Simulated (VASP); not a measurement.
Write the native input for VASP 6.6.1 that does the following.

* Task: relaxation of cell and atoms
* Functional: PBEsol
* Potentials or basis: VASP PAW PBE potentials, release 64 (Hf_pv)
* Cutoff: 500 eV
* k mesh: 7 × 7 × 7
* Occupations: fermi-dirac, width 0.02 eV
* Spin: no spin polarisation
* Target pressure: 10 GPa
* Dipole correction: no
* Further INCAR settings: ALGO = Normal; EDIFF = 1e-07; IBRION = 2; EDIFFG = -0.05; NSW = 80; ISIF = 3

The structure of Hf lies in POSCAR:

```
Hf
1.0
   -1.8050000000      1.8050000000      1.8050000000
    1.8050000000     -1.8050000000      1.8050000000
    1.8050000000      1.8050000000     -1.8050000000
Hf
1
Direct
    0.0000000000      0.0000000000      0.0000000000
```

One way to write it, as run:

INCAR

```
SYSTEM = Hf
ALGO = Normal
EDIFF = 1E-7
EDIFFG = -0.05
ENCUT = 500
GGA = PS
GGA_COMPAT = .False.
IBRION = 2
ISIF = 3
ISMEAR = -1
LASPH = .True.
LCHARG = .False.
LREAL = .False.
LWAVE = .False.
NELM = 120
NELMIN = 4
NSW = 80
PREC = Accurate
PSTRESS = 100.0
SIGMA = 0.02
```

KPOINTS

```
k-points
0
Gamma
  7 7 7
  0 0 0
```

Potentials or basis: VASP PAW PBE potentials, release 64 (Hf_pv).

Launch:

```bash
$ cat potpaw_PBE.64/Hf_pv/POTCAR > POTCAR
$ mpirun -np 1 vasp_std > vasp.out
```

It gave:

The relaxed volume is 20.02 Å³/atom. The relaxed cell is a = 2.963 Å, b = 2.963 Å, c = 2.963 Å, α = 109.47°, β = 109.47°, γ = 109.47° and the space group after relaxing (to 0.05 Å) is Im-3m (No. 229). The energy change on relaxing (the enthalpy is what falls) is -0.1 meV/atom, the ionic steps are 4 and the pressure after relaxing is 10.1 GPa. The band gap on the k mesh is zero (band 5 reaches 6.75 eV, above the bottom of band 6 at 4.64 eV).

Caveat: the cell is relaxed towards a set pressure, so the enthalpy falls and the energy may rise; the PAW data sets were made with another functional, which shifts forces and pressure a little; spin-orbit coupling is left out, which moves the levels of the heavy elements.

Run time: 11 s on 1 thread of Intel(R) Xeon(R) Platinum 8259CL CPU @ 2.50GHz (Skylake/Cascade Lake), on a shared host, peak memory 0.15 GiB.
